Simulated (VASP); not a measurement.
Runs of VASP 6.6.1 on SnO2. The structure is that of space group P4_2/mnm (No. 136), or close to it. The cells are those of the table. 

```tsv
level	potentials or basis	cell	smearing	gap on the mesh (eV)	pressure (GPa)	largest force (eV/Å)
LDA	VASP PAW LDA potentials, release 64 (Sn_d, O)	a = 4.761, b = 4.761, c = 3.200 Å, 6 atoms	gaussian 0.01 eV	0.98	-2.8	(b)
r2SCAN	VASP PAW PBE potentials, release 64 (Sn_d, O)	a = 4.761, b = 4.761, c = 3.200 Å, 6 atoms	gaussian 0.01 eV	1.79	1.1	0.02
PBE	VASP PAW PBE potentials, release 64 (Sn_d, O)	a = 4.761, b = 4.761, c = 3.200 Å, 6 atoms	fermi-dirac 0.02 eV	(a)	8.4	0.05
PBEsol	VASP PAW PBE potentials, release 64 (Sn_d, O)	a = 4.769, b = 4.769, c = 3.212 Å, 6 atoms	fermi-dirac 0.02 eV	0.91	0.6	0.02
LDA	VASP PAW LDA potentials, release 64 (Sn_d, O)	a = 4.722, b = 4.722, c = 3.190 Å, 6 atoms	fermi-dirac 0.02 eV	1.20	1.1	0.02
```

Alike in all rows: task single point; no spin polarisation; k mesh 6 × 6 × 8; cutoff (eV) 520.

Question: Fill in the values left out.

Answer: (a) 1.09; (b) 0.06.

Caveats: spin-orbit coupling is left out, which moves the levels of the heavy elements; the PAW data sets were made with another functional, which shifts forces and pressure a little (some runs).

A k mesh can miss the band edges, and the runs leave out spin-orbit coupling on Sn.
